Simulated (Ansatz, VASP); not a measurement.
# Sb in VASP and in Ansatz

File POSCAR:

```
Sb
1.0
    3.1224020000      0.0000000000      0.0000000000
    0.0000000000      4.3475180000      0.0000000000
   -0.0389150000      0.0000000000      4.4058520000
Sb
2
Direct
    0.0113890000      0.2500000000      0.2411660000
    0.9886110000      0.7500000000      0.7588340000
```

The input INCAR.step1:

```
SYSTEM = Sb
ALGO = Normal
EDIFF = 1E-5
ENCUT = 520
GGA = PE
ISIF = 2
ISMEAR = -1
LASPH = .TRUE.
LCHARG = .FALSE.
LREAL = .FALSE.
LWAVE = .TRUE.
NBANDS = 12
NELM = 100
PREC = Accurate
SIGMA = 0.05
```

The input INCAR.step2:

```
SYSTEM = Sb
AEXX = 0.25
ALGO = Normal
EDIFF = 1E-6
ENCUT = 520
ISIF = 2
ISMEAR = -1
ISTART = 1
LASPH = .TRUE.
LCHARG = .FALSE.
LHFCALC = .TRUE.
LMIXTAU = .TRUE.
LREAL = .FALSE.
LWAVE = .FALSE.
METAGGA = R2SCAN
NBANDS = 12
NELM = 100
PREC = Accurate
PRECFOCK = Normal
SIGMA = 0.05
```

File KPOINTS:

```
k-points
0
G
  5 4 4
  0 0 0
```

input.yaml

```yaml
crystal:
  lattice:
    - [3.122402, 0.0, 0.0]
    - [0.0, 4.347518, 0.0]
    - [-0.038915, 0.0, 4.405852]
  atoms:
    - { symbol: Sb, position: [0.011389, 0.25, 0.241166] }
    - { symbol: Sb, position: [0.988611, 0.75, 0.758834] }
hamiltonian:
  xc: r2scan0
  pseudopotentials: { kind: paw }
kpoints:
  mp_grid: { grid: [5, 4, 4] }
scf:
  occupations: { method: fermi_dirac, width: 0.05 }
  n_extra_bands: 6
output:
  forces: true
  stress: true
  eigenvalues: true
  dos: { projected: true, de: 0.05 }
```

Alike in both runs: functional r2SCAN0; k mesh 5 × 4 × 4; occupations fermi-dirac, width 0.05 eV; no spin polarisation.

|  | VASP | Ansatz |
| --- | --- | --- |
| version | VASP 6.6.1 | Ansatz 0.2.0 |
| potentials or method | VASP PAW PBE potentials, release 64 (Sb) | Ansatz PAW |
| plane-wave cutoff (eV) | 520 | 500 |
| valence electrons in the cell | 10 | 30 |
| task | single point | projected density of states |

|  | VASP | Ansatz | Ansatz less VASP |
| --- | --- | --- | --- |
| gap on the k mesh at the Fermi level (eV) | none | none | - |
| pressure (GPa) | -3.2 | -2.0 | +1.15 |
| traceless stress, the component that is largest in VASP (GPa) | -2.01 | -2.11 | -0.101 |
| rms of the force components (eV/Å) | 0.090 | 0.099 | +0.0083 |

VASP's potentials were made for PBE, not for r2SCAN0. Atom by atom the forces differ by 0.011 eV/Å (rms over components). A gap of «none» marks a metal or a gap that the smearing closes. VASP's potentials hold 10 valence electrons a cell and Ansatz's 30, so a difference there can come from the potentials and not from the codes.

The k mesh is coarse, so the values compare programs but aren't converged. Neither program's run includes spin-orbit coupling.
